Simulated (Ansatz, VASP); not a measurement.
## VPt in VASP and in Ansatz

```
CELL_PARAMETERS angstrom
2.65488 0.00000 0.00000
0.00000 2.65488 0.00000
0.00000 0.00000 3.83081
ATOMIC_POSITIONS crystal
V 0.50000 0.50000 0.50000
Pt 0.00000 0.00000 0.00000
```

Alike in both runs: functional LDA; k mesh 16 × 16 × 12; occupations fermi-dirac, width 0.15 eV; no spin polarisation.

Ansatz relaxed the structure, and its values are those at the end. VASP's run is a single point on that final structure, the one shown.

|  | VASP | Ansatz |
| --- | --- | --- |
| version | VASP 6.6.1 | Ansatz 0.2.0 |
| potentials or method | VASP PAW LDA potentials, release 64 (V_sv, Pt), cutoff 520 eV | scalar-relativistic, plane waves, PAW |
| valence electrons in the cell | 23 | 31 |

|  | VASP | Ansatz | Ansatz less VASP |
| --- | --- | --- | --- |
| gap on the k mesh at the Fermi level (eV) | none | none | - |
| pressure (GPa) | 0.8 | 0.0 | -0.81 |

LDA's correlation is that of Perdew and Zunger in VASP and of Perdew and Wang (1992) in Ansatz. A gap of «none» marks a metal or a gap that the smearing closes. VASP's potentials hold 23 valence electrons a cell and Ansatz's 31, so a difference there can come from the potentials and not from the codes.

Neither program's run includes spin-orbit coupling.
